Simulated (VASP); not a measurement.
# In (I4/mmm) in VASP: settings compared

Aim: see how the results for In move with the level of theory and the settings. Levels: PBE+D3(BJ), PBE, PBE0. Tasks: relaxation of cell and atoms, single point.

Program: VASP 6.6.1. These are calculated values, not measurements. Logs are shortened: lines on timing, memory, paths and dates and some standing lists are left out, and cuts for length are marked.

## Step 1: The cell of the first run

The structure is tetragonal, space group I4/mmm (No. 139). Conventional cell: a = 3.251 Å, b = 3.251 Å, c = 4.947 Å, α = 90.00°, β = 90.00°, γ = 90.00°. In (site symmetry 4/mmm) has 12 In at 3.25 to 3.38 Å within 4.3 Å.

## Step 2: Relaxation of cell and atoms, PBE+D3(BJ)

File INCAR:

```
PREC = Accurate
ENCUT = 600
EDIFF = 1E-6
ISMEAR = -1
SIGMA = 0.05
LREAL = F
LASPH = T
NELM = 80
ALGO = Normal
ISIF = 3
LWAVE = F
LCHARG = F
GGA = PE
IVDW = 12
IBRION = 2
NSW = 60
EDIFFG = -0.01
```

File KPOINTS:

```
regular mesh
0
Gamma
  11 11 11
```

File POSCAR:

```
In
1.0
   -1.6254700000      1.6254700000      2.4737000000
    1.6254700000     -1.6254700000      2.4737000000
    1.6254700000      1.6254700000     -2.4737000000
In
1
Direct
    0.0000000000      0.0000000000      0.0000000000
```

Potentials or basis: VASP PAW PBE potentials, release 64 (In_d).

Run with:

```sh
> cat potpaw_PBE.64/In_d/POTCAR > POTCAR
> mpirun -np 1 vasp_std > vasp.out
```

OUTCAR:

```text
PREC = Accurate
   ENCUT = 600
   EDIFF = 1E-6
   ISMEAR = -1
   LREAL = F
   LASPH = T
   NELM = 80
   ISIF = 3
   GGA = PE
   IVDW = 12
   IBRION = 2
   NSW = 60
   EDIFFG = -0.01
 IVDW          = 12

 ion  position               nearest neighbor table
   1  0.000  0.000  0.000-

  LATTYP: Found a body centered tetragonal cell.
 ALAT       =     3.2509400000
 C/A-ratio  =     1.5218367611

  Lattice vectors:

 A1 = (  -1.6254700000,   1.6254700000,   2.4737000000)
 A2 = (   1.6254700000,  -1.6254700000,   2.4737000000)
 A3 = (   1.6254700000,   1.6254700000,  -2.4737000000)

Analysis of symmetry for initial positions (statically):
=====================================================================
 Subroutine PRICEL returns:
 Original cell was already a primitive cell.

 Routine SETGRP: Setting up the symmetry group for a
 body centered tetragonal supercell.

 Subroutine GETGRP returns: Found 16 space group operations
 (whereof 16 operations were pure point group operations)
 out of a pool of 16 trial point group operations.

The static configuration has the point symmetry D_4h.

Analysis of symmetry for dynamics (positions and initial velocities):
=====================================================================
 Subroutine PRICEL returns:
 Original cell was already a primitive cell.

 Routine SETGRP: Setting up the symmetry group for a
 body centered tetragonal supercell.

 Subroutine GETGRP returns: Found 16 space group operations
 (whereof 16 operations were pure point group operations)
 out of a pool of 16 trial point group operations.

The dynamic configuration has the point symmetry D_4h.

 Subroutine INISYM returns: Found 16 space group operations
 (whereof 16 operations are pure point group operations),
 and found     1 'primitive' translations

----------------------------------------------------------------------------------------

                                     Primitive cell

  volume of cell :      26.1436

  direct lattice vectors                    reciprocal lattice vectors
    -1.625470000  1.625470000  2.473700000     0.000000000  0.307603339  0.202126369
     1.625470000 -1.625470000  2.473700000     0.307603339  0.000000000  0.202126369
     1.625470000  1.625470000 -2.473700000     0.307603339  0.307603339  0.000000000

  length of vectors
     3.376906444  3.376906444  3.376906444     0.368069129  0.368069129  0.435016814

  position of ions in fractional coordinates (direct lattice)
     0.000000000  0.000000000  0.000000000

  ion indices of the primitive-cell ions
   primitive index   ion index
                 1           1

----------------------------------------------------------------------------------------

 KPOINTS: regular mesh

Automatic generation of k-mesh.
 Grid dimensions read from file:
 generate k-points for:   11   11   11

 Generating k-lattice:

  Cartesian coordinates                     Fractional coordinates (reciprocal lattice)
     0.000000000  0.027963940  0.018375124     0.090909091  0.000000000 -0.000000000
     0.027963940  0.000000000  0.018375124     0.000000000  0.090909091 -0.000000000
     0.027963940  0.027963940  0.000000000     0.000000000  0.000000000  0.090909091

  Length of vectors
     0.033460830  0.033460830  0.039546983

  Shift w.r.t. Gamma in fractional coordinates (k-lattice)
     0.000000000  0.000000000  0.000000000

 Subroutine IBZKPT returns following result:
 ===========================================

 Found    126 irreducible k-points:

 Following reciprocal coordinates:
            Coordinates               Weight
  0.000000  0.000000  0.000000      1.000000
  0.090909  0.000000 -0.000000      8.000000
  0.181818  0.000000 -0.000000      8.000000
  0.272727  0.000000 -0.000000      8.000000
  0.363636  0.000000 -0.000000      8.000000
  0.454545  0.000000 -0.000000      8.000000
[... 16 lines left out ...]
 -0.272727  0.181818 -0.000000     16.000000
 -0.181818  0.181818  0.000000      4.000000
 [... further k-points ...]
   k-points           NKPTS =    126   k-points in BZ     NKDIM =    126   number of bands    NBANDS=     10
   number of dos      NEDOS =    301   number of ions     NIONS =      1
   total plane-waves  NPLWV =  21952
   dimension x,y,z NGX =    28 NGY =   28 NGZ =   28
   dimension x,y,z NGXF=    56 NGYF=   56 NGZF=   56
   ions per type =               1
   NGX,Y,Z   is equivalent  to a cutoff of  13.78, 13.78, 13.78 a.u.
   NGXF,Y,Z  is equivalent  to a cutoff of  27.57, 27.57, 27.57 a.u.
 SYSTEM =  unknown system
   PREC   = accura    normal or accurate (medium, high low for compatibility)
   ISTART =      0    job   : 0-new  1-cont  2-samecut
   ICHARG =      2    charge: 1-file 2-atom 10-const
   ISPIN  =      1    spin polarized calculation?
   LNONCOLLINEAR =      F non collinear calculations
   LSORBIT =      F    spin-orbit coupling
   LASPH  =      T    aspherical Exc in radial PAW
   ENCUT  =  600.0 eV  44.10 Ry    6.64 a.u.   6.74  6.74  6.74*2*pi/ulx,y,z
   NELM   =     80;   NELMIN=  2; NELMDL= -5     # of ELM steps
   EDIFF  = 0.1E-05   stopping-criterion for ELM
   LREAL  =      F    real-space projection
   EDIFFG = -.1E-01   stopping-criterion for IOM
   NSW    =     60    number of steps for IOM
   IBRION =      2    ionic relax: 0-MD 1-quasi-New 2-CG
   NFREE  =      1    steps in history (QN), initial steepest desc. (CG)
   ISIF   =      3    stress and relaxation
   ISYM   =      2    0-nonsym 1-usesym 2-fastsym
   POTIM  = 0.5000    time-step for ionic-motion
   TEBEG  =    0.0;   TEEND  =   0.0 temperature during run
   PSTRESS=    0.0 pullay stress
   NELECT =      13.0000    total number of electrons
   NUPDOWN=      -1.0000    fix difference up-down
   EMIN   =  10.00;   EMAX   =-10.00  energy-range for DOS
   EFERMI =   0.00;   METHOD = LEGACY
   ISMEAR =    -1;   SIGMA  =   0.05  broadening in eV -4-tet -1-fermi 0-gaus
   EFERMI_NEDOS =   21; number of points for ismear=-14 and -15
   IALGO  =     38    algorithm
   IMIX   =      4    mixing-type and parameters
     AMIX     =   0.40;   BMIX     =  1.00
     AMIX_MAG =   1.60;   BMIX_MAG =  1.00
  volume/ion in A,a.u.               =      26.14       176.43
  Fermi-wavevector in a.u.,A,eV,Ry     =   1.296983  2.450943 22.887245  1.682165
  Thomas-Fermi vector in A             =   2.428405
   LORBIT       =      0    0 simple, 1 ext, 2 COOP (PROOUT), +10 PAW based schemes
   GGA     = PE    functional components
   LHFCALC =     F    Hartree Fock is set to
   AEXX    =    0.0000 exact exchange contribution
   IVDW    =    12    specifies the selected vdW correction
   LEPSILON=     F    determine dielectric tensor
   LRPA    =     F    only Hartree local field effects (RPA)
 conjugate gradient relaxation of ions
 non-spin polarized calculation
  energy-cutoff  :      600.00
  volume of cell :       26.14
 maximum number of plane-waves:       901
   NGX = 13   NGY = 13   NGZ = 13

--------------------------------------- Ionic step        1  -------------------------------------------

 number of electron      13.0000006 magnetization

 Free energy of the ion-electron system (eV)
  ---------------------------------------------------
  ext. energy  EPLUGINS =         0.00000000
  ---------------------------------------------------
  free energy    TOTEN  =        -2.55123720 eV

  energy without entropy =       -2.54732901  energy(sigma->0) =       -2.54928310

------------------------ aborting loop because EDIFF is reached ----------------------------------------

 Edisp (eV)   -0.33841

 E8    (eV) :    -0.1689

  FORCE on cell =-STRESS in cart. coord.  units (eV):
  Direction    XX          YY          ZZ          XY          YZ          ZX
  --------------------------------------------------------------------------------------
  -------------------------------------------------------------------------------------
  Total       0.01200     0.01200    -0.07540     0.00000     0.00000     0.00000
  in kB       0.73536     0.73536    -4.62074     0.00000     0.00000     0.00000
  external pressure =       -1.05 kB  Pullay stress =        0.00 kB
[... 94 lines left out ...]
  FREE ENERGIE OF THE ION-ELECTRON SYSTEM (eV)
  ---------------------------------------------------
  free  energy   TOTEN  =        -2.8906177808 eV

  energy  without entropy=       -2.8865508575  energy(sigma->0) =       -2.88858432

[... ionic steps 4 to 10 ...]

--------------------------------------- Ionic step       11  -------------------------------------------

 number of electron      13.0000005 magnetization

------------------------ aborting loop because EDIFF is reached ----------------------------------------

 Edisp (eV)   -0.34186

 E8    (eV) :    -0.1707
[... 67 lines left out ...]
  energy  without entropy=       -2.8869015951  energy(sigma->0) =       -2.88920063

--------------------------------------- Ionic step       13  -------------------------------------------

 number of electron      13.0000004 magnetization

 Free energy of the ion-electron system (eV)
  ---------------------------------------------------
  ext. energy  EPLUGINS =         0.00000000
  ---------------------------------------------------
  free energy    TOTEN  =        -2.55179466 eV

  energy without entropy =       -2.54719764  energy(sigma->0) =       -2.54949615

 E-fermi :   7.5949     XC(G=0): -10.2751

 val. band max:        7.5927297605   @ k =  -0.1818   0.3636   0.0909
 cond. band min:       7.6044604000   @ k =   0.2727   0.1818   0.0909
 fundamental gap:      0.0117306395
 Fermi energy:         7.5949228915

 k-point     1 :       0.0000    0.0000    0.0000
  band No.  band energies     occupation
      1      -7.1024      2.00000
      2      -7.0526      2.00000
      3      -7.0526      2.00000
      4      -6.9228      2.00000
      5      -6.8705      2.00000
      6      -2.0023      2.00000
      7      18.1632      0.00000
      8      18.1632      0.00000
      9      18.2564      0.00000
     10      19.1138      0.00000
[... 287 lines left out ...]
 k-point    24 :      -0.1818    0.1818    0.0000
  band No.  band energies     occupation
      1      -7.1203      2.00000
      2      -6.9852      2.00000
      3      -6.9611      2.00000
      4      -6.9607      2.00000
      5      -6.8626      2.00000
      6      -1.0029      2.00000
      7      14.8859      0.00000
      8      15.0089      0.00000
      9      15.7248      0.00000
     10      16.9607      0.00000

 [... further k-points ...]

------------------------ aborting loop because EDIFF is reached ----------------------------------------

 Edisp (eV)   -0.33971

 E8    (eV) :    -0.1696

  FORCE on cell =-STRESS in cart. coord.  units (eV):
  Direction    XX          YY          ZZ          XY          YZ          ZX
  --------------------------------------------------------------------------------------
  -------------------------------------------------------------------------------------
  Total      -0.00405    -0.00405     0.00179     0.00000     0.00000     0.00000
  in kB      -0.24882    -0.24882     0.11016     0.00000     0.00000     0.00000
  external pressure =       -0.13 kB  Pullay stress =        0.00 kB
[... 16 lines left out ...]
  FREE ENERGIE OF THE ION-ELECTRON SYSTEM (eV)
  ---------------------------------------------------
  free  energy   TOTEN  =        -2.8915069616 eV

  energy  without entropy=       -2.8869099413  energy(sigma->0) =       -2.88920845

 reached required accuracy - stopping structural energy minimisation
```

Run time: 2.5 min. Hardware: 1 thread of AMD EPYC 9R45 (Zen 5), shared host; peak memory 0.18 GiB.

What came out:

```yaml
Free_energy: -2.8915 eV
Relaxed_volume: 26.05 Å³/atom
Relaxed_cell: a = 3.349 Å, b = 3.349 Å, c = 3.349 Å, α = 121.21°, β = 121.21°, γ = 87.92°
Space_group_after_relaxing_to_0.05_Å: I4/mmm (No. 139)
Energy_gained_by_relaxing: 1.9 meV/atom
Ionic_steps: 13
Pressure_after_relaxing: 0.0 GPa
Dispersion_energy_per_atom: -0.340 eV
```

Step by step:
| step | energy change (eV) | largest force (eV/Å) | pressure (GPa) | volume (Å³) |
| --- | --- | --- | --- | --- |
| 1 | 0.0000 | 0.0000 | -0.11 | 26.14 |
| 2 | -0.0003 | 0.0000 | -0.01 | 26.08 |
| 3 | -0.0010 | 0.0000 | 0.34 | 25.88 |
| 4 | -0.0001 | 0.0000 | 0.98 | 25.49 |
| 5 | -0.0012 | 0.0000 | 0.45 | 25.77 |
| 6 | -0.0013 | 0.0000 | 0.45 | 25.78 |
| 7 | -0.0016 | 0.0000 | 0.44 | 25.81 |
| 8 | -0.0015 | 0.0000 | 0.34 | 25.86 |
| 9 | -0.0016 | 0.0000 | 0.34 | 25.83 |
| 10 | -0.0016 | 0.0000 | 0.40 | 25.82 |
| 11 | -0.0017 | 0.0000 | 0.25 | 25.89 |
| 12 | -0.0019 | 0.0000 | 0.07 | 26.00 |
| 13 | -0.0019 | 0.0000 | -0.01 | 26.05 |

Final structure:
```
In
1.0
    -1.64364    1.64364    2.41037
     1.64364   -1.64364    2.41037
     1.64364    1.64364   -2.41037
In
1
Direct
  0.00000 0.00000 0.00000
```

Caveat: spin-orbit coupling is left out, which moves the levels of the heavy elements; pairwise dispersion overbinds metals, which lowers pressure and volume.

## Step 3: Single point, PBE

This run uses another cell than the first one, of 24.57 Å³/atom, 0.940 times its volume.

File INCAR:

```
  ALGO = Normal
  EDIFF = 1E-7
  ENCUT = 520
  GGA = PE
  ISIF = 2
  ISMEAR = -1
  LASPH = True
  LCHARG = True
  LELF = True
  LREAL = False
  LVHAR = True
  LWAVE = False
  NBANDS = 12
  NELM = 100
  PREC = Accurate
  SIGMA = 0.05
```

File KPOINTS:

```
k-points
0
Gamma
  11 11 11
```

File POSCAR:

```
In
1.0
   -1.5922878321      1.5922878321      2.4232021571
    1.5922878321     -1.5922878321      2.4232021571
    1.5922878321      1.5922878321     -2.4232021571
In
1
Direct
    0.0000000000      0.0000000000      0.0000000000
```

Potentials or basis: VASP PAW PBE potentials, release 64 (In_d).

Run with:

```sh
> cat potpaw_PBE.64/In_d/POTCAR > POTCAR
> mpirun -np 1 vasp_std > vasp.out
```

Wall time 59 s (1 thread of Intel Xeon 8259CL, shared host); peak memory 0.18 GiB.

The run converged. Its results:

| Item | Value |
| --- | --- |
| Free energy | -2.5158 eV |
| Pressure | 5.3 GPa |

Stress tensor (GPa, compression positive):
```
5.56 0.00 0.00
0.00 5.56 0.00
0.00 0.00 4.66
```

Levels at points of the mesh, in eV from the Fermi level:
```
           k point  band 3  band 4  band 5  band 6  band 7  band 8  band 9  band 10
(0.00, 0.00, 0.00)  -14.72  -14.62  -14.50  -10.04   11.06   11.06   11.26    11.65
```

Caveat: spin-orbit coupling is left out, which moves the levels of the heavy elements.

## Step 4: Single point, PBE0

File POSCAR:

```
In
1.0
   -1.6254700000      1.6254700000      2.4737000000
    1.6254700000     -1.6254700000      2.4737000000
    1.6254700000      1.6254700000     -2.4737000000
In
1
Direct
    0.0000000000      0.0000000000      0.0000000000
```

File INCAR.step1:

```
SYSTEM = In
PREC = Accurate
ENCUT = 520
EDIFF = 1E-5
ISMEAR = -1
SIGMA = 0.05
LREAL = .FALSE.
LASPH = .TRUE.
NELM = 60
ALGO = Normal
ISIF = 2
LWAVE = .TRUE.
LCHARG = .FALSE.
NBANDS = 12
GGA = PE
```

File INCAR.step2:

```
SYSTEM = In
PREC = Accurate
ENCUT = 520
EDIFF = 1E-6
ISMEAR = -1
SIGMA = 0.05
LREAL = .FALSE.
LASPH = .TRUE.
NELM = 60
ALGO = Normal
ISIF = 2
LWAVE = .FALSE.
LCHARG = .FALSE.
GGA = PE
LHFCALC = .TRUE.
AEXX = 0.25
PRECFOCK = Normal
NBANDS = 12
ISTART = 1
```

File KPOINTS:

```
regular mesh
0
G
  6 6 6
  0 0 0
```

Run with:

```sh
> cat potpaw_PBE.64/In_d/POTCAR > POTCAR
> cp INCAR.step1 INCAR
> mpirun -np 1 vasp_std > vasp.out
> cp INCAR.step2 INCAR
> mpirun -np 1 vasp_std > vasp.out
```

It took 14 min on 1 thread of Intel Xeon 6975P-C (Granite Rapids), shared host; peak memory 0.18 GiB.

The run converged. Its results:

```yaml
Free_energy: -3.2439 eV
Pressure: 0.3 GPa
```

Stress tensor (GPa, compression positive):
```
-0.74  0.00  0.00
 0.00 -0.74  0.00
 0.00  0.00  2.23
```

Levels at points of the mesh, in eV from the Fermi level:
```csv
k point,band 3,band 4,band 5,band 6,band 7,band 8,band 9,band 10
"(0.00, 0.00, 0.00)",-17.04,-16.95,-16.85,-11.23,11.93,11.93,12.13,12.74
"(0.50, 0.00, 0.00)",-17.02,-16.76,-16.72,-5.19,-4.23,8.75,10.49,12.23
"(0.50, 0.50, 0.00)",-16.75,-16.74,-16.65,-2.51,-1.96,4.41,4.88,7.99
"(0.50, 0.50, 0.50)",-16.74,-16.71,-16.71,-3.61,-3.47,5.70,5.70,9.11
```

Caveat: the k points lie up to 0.46 Å⁻¹ apart; the PAW data sets were made with another functional, which shifts forces and pressure a little; spin-orbit coupling is left out, which moves the levels of the heavy elements.

## Step 5: Overview

| task | level | cell | k mesh | cutoff (eV) | grid for exact exchange (PRECFOCK) | gap on the mesh (eV) | pressure (GPa) |
| --- | --- | --- | --- | --- | --- | --- | --- |
| relaxation of cell and atoms | PBE+D3(BJ) | relaxed from a = 3.377 Å, angles 122.5, 122.5, 85.8°, 1 atom | 11 × 11 × 11 | 600 | - | none | 0.0 |
| single point | PBE | a = 3.308 Å, angles 122.5, 122.5, 85.8°, 1 atom | 11 × 11 × 11 | 520 | - | none | 5.3 |
| single point | PBE0 | a = 3.377 Å, angles 122.5, 122.5, 85.8°, 1 atom | 6 × 6 × 6 | 520 | Normal | none | 0.3 |

Alike in all rows: potentials or basis VASP PAW PBE potentials, release 64 (In_d); no spin polarisation; smearing fermi-dirac 0.05 eV.

Caveats: some runs use coarse meshes; spin-orbit coupling is left out, which moves the levels of the heavy elements; pairwise dispersion overbinds metals, which lowers pressure and volume (some runs); the PAW data sets were made with another functional, which shifts forces and pressure a little (some runs).

Absolute energies hang on the potentials; compare differences alone.
